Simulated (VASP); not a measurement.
A run of VASP 6.6.1:

File INCAR:

```
SYSTEM = Li
PREC     = Accurate       ! precision mode
ENCUT    = 650            ! plane-wave cutoff, eV
EDIFF    = 1E-8           ! SCF threshold, eV
ISMEAR   = -1             ! smearing method
SIGMA    = 0.05           ! smearing width, eV
LREAL    = .False.        ! projectors in reciprocal space
LASPH    = .True.         ! aspherical terms in the spheres
NELM     = 120            ! most SCF steps
ALGO     = Normal         ! electronic algorithm
ISIF     = 2              ! what is computed and relaxed
LWAVE    = .False.        ! write WAVECAR
LCHARG   = .False.        ! write CHGCAR
GGA      = PE             ! functional
LEFG     = .True.       
ISYM     = -1           
NBANDS   = 10             ! bands
GGA_COMPAT= .False.
```

Contents of KPOINTS:

```
explicit points
363
Reciprocal
  0.04545455   0.04545455   0.08333333 2
  0.04545455   0.04545455   0.25000000 2
  0.04545455   0.04545455   0.41666667 2
  0.04545455   0.04545455   0.58333333 2
  0.04545455   0.04545455   0.75000000 2
  0.04545455   0.04545455   0.91666667 2
[... 355 lines left out ...]
  0.50000000   0.50000000   0.25000000 2
  0.50000000   0.50000000   0.41666667 2
```

POSCAR

```
Li
1.0
    3.0646488937      0.0000000000      0.0000000000
   -1.5323244468      2.6540637956      0.0000000000
    0.0000000000      0.0000000000      4.9647312077
Li
2
Direct
    0.2933333333      0.6466666667      0.2200000000
    0.7066666667      0.3533333333      0.7800000000
```

Potentials or basis: VASP PAW PBE potentials, release 64 (Li_sv).

Command:

```console
$ cat potpaw_PBE.64/Li_sv/POTCAR > POTCAR
$ mpirun -np 1 vasp_std > vasp.out
```

Hardware: 1 thread of Intel(R) Xeon(R) Platinum 8488C (Sapphire Rapids), with other jobs on the host.

Q: How long does it take, and how much memory?

A: Wall time 100 s on 1 thread of Intel(R) Xeon(R) Platinum 8488C (Sapphire Rapids) (shared host), peak memory 0.28 GiB. Counts: scf iterations 14, k points 363.
